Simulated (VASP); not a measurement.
Set up this calculation in VASP 6.6.1, as the native input.

```yaml
Task: single point
Functional: PBE
Potentials_or_basis: VASP PAW PBE potentials, release 64 (Sr_sv, O)
Cutoff: 520 eV
k_mesh: 2 × 2 × 2
Occupations: gaussian, width 0.1 eV
Spin: no spin polarisation
Dipole_correction: no
Further_INCAR_settings: ALGO = Normal; EDIFF = 1e-06; NBANDS = 38
```

The structure of Sr4O3 lies in POSCAR:

```
Sr4O3
1.0
    5.7207819770      0.0000000000      0.0000000000
    0.0000000000      5.7207819770      0.0000000000
    0.0000000000      0.0000000000      5.7207819770
Sr O
4 3
Direct
    0.7631522987      0.7631522987      0.7631522987
    0.2368477013      0.2368477013      0.7631522987
    0.2368477013      0.7631522987      0.2368477013
    0.7631522987      0.2368477013      0.2368477013
    0.0000000000      0.0000000000      0.5000000000
    0.5000000000      0.0000000000      1.0000000000
    1.0000000000      0.5000000000      1.0000000000
```

One way to write it, as run:

INCAR

```
SYSTEM = Sr4O3
ALGO = Normal
EDIFF = 1E-6
ENCUT = 520
GGA = PE
ISIF = 2
ISMEAR = 0
LASPH = .TRUE.
LCHARG = .TRUE.
LELF = .TRUE.
LREAL = .FALSE.
LVHAR = .TRUE.
LWAVE = .FALSE.
NBANDS = 38
NELM = 100
PREC = Accurate
SIGMA = 0.1
```

KPOINTS

```
k-points
0
G
  2 2 2
  0 0 0
```

Potentials or basis: VASP PAW PBE potentials, release 64 (Sr_sv, O).

Command:

```console
$ cat potpaw_PBE.64/Sr_sv/POTCAR potpaw_PBE.64/O/POTCAR > POTCAR
$ mpirun -np 1 vasp_std > vasp.out
```

It gave:

| Quantity | Value |
| --- | --- |
| Pressure | 0.4 GPa |
| Largest force | 0.213 eV/Å |
| Band gap on the k mesh | 0.32 eV, indirect (least direct gap 0.64 eV) |

Caveat: the k points lie up to 0.55 Å⁻¹ apart.

Wall time 45 s on 1 thread of Intel Xeon 6975P-C (shared host), peak memory 0.31 GiB.
